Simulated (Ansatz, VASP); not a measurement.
**CsP3 in VASP and in Ansatz**

Contents of INCAR:

```
PREC = Accurate
ENCUT = 520
EDIFF = 1E-6
ISMEAR = 0
SIGMA = 0.1
LREAL = F
LASPH = T
NELM = 100
ALGO = Normal
ISIF = 2
LWAVE = F
LCHARG = F
GGA = PE
NBANDS = 20
```

File KPOINTS:

```
regular mesh
0
Gamma
  6 6 6
```

The input POSCAR:

```
CsP3
1.0
   -2.2185250378      2.2185250378      4.9556663181
    2.2185250378     -2.2185250378      4.9556663181
    2.2185250378      2.2185250378     -4.9556663181
Cs P
1 3
Direct
    0.0000000000      0.0000000000      0.0000000000
    0.5000000000      0.5000000000      0.0000000000
    0.2500000000      0.7500000000      0.5000000000
    0.7500000000      0.2500000000      0.5000000000
```

Input for Ansatz:

```yaml
crystal:
  lattice:
    - [-2.2185250378, 2.2185250378, 4.9556663181]
    - [2.2185250378, -2.2185250378, 4.9556663181]
    - [2.2185250378, 2.2185250378, -4.9556663181]
  atoms:
    - { symbol: Cs, position: [0.0, 0.0, 0.0] }
    - { symbol: P, position: [0.5, 0.5, 0.0] }
    - { symbol: P, position: [0.25, 0.75, 0.5] }
    - { symbol: P, position: [0.75, 0.25, 0.5] }
basis:
  ecutwfc: 420
kpoints:
  mp_grid: { grid: [6, 6, 6] }
hamiltonian:
  xc: pbe
scf:
  occupations: { method: gaussian, width: 0.1 }
  lower_state_search: "off"
output:
  forces: true
  stress: true
  eigenvalues: true
```

Alike in both runs: task single point; functional PBE; k mesh 6 × 6 × 6; occupations gaussian, width 0.1 eV; no spin polarisation.

|  | VASP | Ansatz |
| --- | --- | --- |
| version | VASP 6.6.1 | Ansatz 0.2.0 |
| potentials or method | VASP PAW PBE potentials, release 64 (Cs_sv, P), cutoff 520 eV | scalar-relativistic, plane waves, PAW |
| valence electrons in the cell | 24 | 24 |

|  | VASP | Ansatz | Ansatz less VASP |
| --- | --- | --- | --- |
| gap on the k mesh at the Fermi level (eV) | none | none | - |
| pressure (GPa) | -1.2 | -1.3 | -0.17 |
| traceless stress, the component that is largest in VASP (GPa) | -1.72 | -1.81 | -0.092 |

A gap of «none» marks a metal or a gap that the smearing closes.

Neither program's run includes spin-orbit coupling.
